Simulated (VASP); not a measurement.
# AlNi3: single point with r2SCAN

The system is AlNi3.

```
Al Ni
1.0
     3.52617    0.00000    0.00000
     0.00000    3.52617    0.00000
     0.00000    0.00000    3.52617
Al Ni
1 3
Direct
  0.00000 0.00000 0.00000
  0.00000 0.50000 0.50000
  0.50000 0.00000 0.50000
  0.50000 0.50000 0.00000
```

```json
{"Program": "VASP 6.6.1", "Task": "single point", "Functional": "r2SCAN", "Potentials or basis": "VASP PAW PBE potentials, release 64 (Al, Ni)", "Cutoff": "520 eV", "k mesh": "12 × 12 × 12", "Occupations": "gaussian, width 0.05 eV", "Spin": "collinear spin, ferromagnetic start", "Starting moments": "[0.0, 0.4, 0.4, 0.4] μB"}
```

The pressure is 0.1 GPa, the net moment is 0.89 μB per cell and the site moments are Al -0.02; Ni +0.33 μB. The valence electrons inside the program's atomic spheres are Al 0.83; Ni 9.48.

Levels at points of the mesh, in eV from the Fermi level:
Spin up:
```tsv
k point	band 13	band 14	band 15	band 16	band 17	band 18	band 19	band 20	band 21	band 22
(0.00, 0.00, 0.00)	-0.53	-0.42	-0.42	-0.42	0.86	0.86	0.86	6.79	6.79	7.92
(0.50, 0.00, 0.00)	-1.57	-1.48	-1.35	-0.81	-0.42	5.79	5.79	5.81	5.81	6.59
(0.50, 0.50, 0.00)	-1.64	-1.48	-1.36	-1.26	-0.82	0.63	0.63	8.54	8.54	8.67
(0.50, 0.50, 0.50)	-1.64	-1.37	-1.37	-0.57	-0.57	-0.57	-0.31	3.72	4.15	4.15
```
Spin down:
```tsv
k point	band 12	band 13	band 14	band 15	band 16	band 17	band 18	band 19	band 20	band 21
(0.00, 0.00, 0.00)	-0.66	-0.04	0.49	0.49	0.49	0.70	0.70	0.70	6.95	6.95
(0.50, 0.00, 0.00)	-1.34	-0.98	-0.97	-0.97	-0.53	0.49	5.83	5.83	5.87	5.87
(0.50, 0.50, 0.00)	-1.40	-1.38	-1.29	-0.96	-0.61	-0.51	1.20	1.20	8.58	8.58
(0.50, 0.50, 0.50)	-1.48	-1.48	-1.07	-1.07	-0.45	0.18	0.18	0.18	3.87	4.54
```

Run time: 9.3 min on 1 thread of Intel Xeon 6975P-C, with other jobs on the host, peak memory 0.29 GiB.

Caveat: the PAW data sets were made with another functional, which shifts forces and pressure a little.
